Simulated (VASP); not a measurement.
Set up this calculation in VASP 6.6.1, as the native input.

- Task: single point
- Functional: PBE
- Potentials or basis: VASP PAW PBE potentials, release 64 (Cd, S)
- Cutoff: 520 eV
- k mesh: 9 × 9 × 5
- Occupations: fermi-dirac, width 0.05 eV
- Spin: no spin polarisation
- Dipole correction: no
- Further INCAR settings: ALGO = Normal; EDIFF = 1e-07; NBANDS = 26

The structure of CdS (wurtzite type) lies in POSCAR:

```
CdS
1.0
    3.9905862053      0.0000000000      0.0000000000
   -1.9952931027      3.4559490298      0.0000000000
    0.0000000000      0.0000000000      6.5158281987
Cd S
2 2
Direct
    0.3333333333      0.6666666667      0.0003114869
    0.6666666667      0.3333333333      0.5003114869
    0.3333333333      0.6666666667      0.3756885131
    0.6666666667      0.3333333333      0.8756885131
```

One way to write it, as run:

INCAR

```
PREC = Accurate ; ENCUT = 520
EDIFF = 1E-7 ; ISMEAR = -1
SIGMA = 0.05 ; LREAL = False
LASPH = True ; NELM = 100
ALGO = Normal ; ISIF = 2
LWAVE = False ; LCHARG = False
GGA = PE ; NBANDS = 26
```

KPOINTS

```
Automatic mesh
0
Gamma
  9 9 5
```

Potentials or basis: VASP PAW PBE potentials, release 64 (Cd, S).

Launch:

```sh
$ cat potpaw_PBE.64/Cd/POTCAR potpaw_PBE.64/S/POTCAR > POTCAR
$ mpirun -np 1 vasp_std > vasp.out
```

It gave:

```
Pressure               : 11.6 GPa
Largest force          : 0.004 eV/Å
Band gap on the k mesh : 1.45 eV
```

Caveat: the cell stands under pressure.

Wall time 2.1 min on 1 thread of Intel Xeon 8259CL, with other jobs on the host, peak memory 0.23 GiB.
